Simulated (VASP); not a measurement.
Here is a VASP 6.6.1 calculation.

Contents of INCAR:

```
  PREC = Accurate
  ENCUT = 520
  EDIFF = 1E-7
  ISMEAR = 0
  SIGMA = 0.05
  LREAL = F
  LASPH = T
  NELM = 60
  ALGO = Normal
  ISIF = 2
  LWAVE = F
  LCHARG = F
  GGA = PE
  NBANDS = 16
```

The input KPOINTS:

```
Automatic mesh
0
Gamma
  6 6 6
```

File POSCAR:

```
BN
1.0
    0.0000000000     -1.8123937734     -1.8123937734
   -1.8123937734      0.0000000000     -1.8123937734
    1.8123937734      1.8123937734     -3.6247875468
B N
2 2
Direct
    0.0276440900     -0.0019502810      0.0000000000
    0.4723559100      0.5019502810      0.5000000000
    0.4032900030      0.3730041500      0.8750000000
    0.8467099970      0.8769958500      0.3750000000
```

Potentials or basis: VASP PAW PBE potentials, release 64 (B, N).

The run is started by

```bash
$ cat potpaw_PBE.64/B/POTCAR potpaw_PBE.64/N/POTCAR > POTCAR
$ mpirun -np 1 vasp_std > vasp.out
```

Question: What does it give for the largest force?

Answer: 0.845 eV/Å.

Question: Estimate the band gap on the k mesh.

Answer: 4.36 eV.

Stress tensor (GPa, compression positive):
```
 1.17  0.21 -0.16
 0.21 -0.62 -0.50
-0.16 -0.50 -0.37
```

Caveat: the k points lie up to 0.48 Å⁻¹ apart; the cell differs from its parent crystal (mode 4 frozen in at -0.017 Å and mode 5 at -0.068 Å (largest displacements)). A k mesh can miss the band edges.
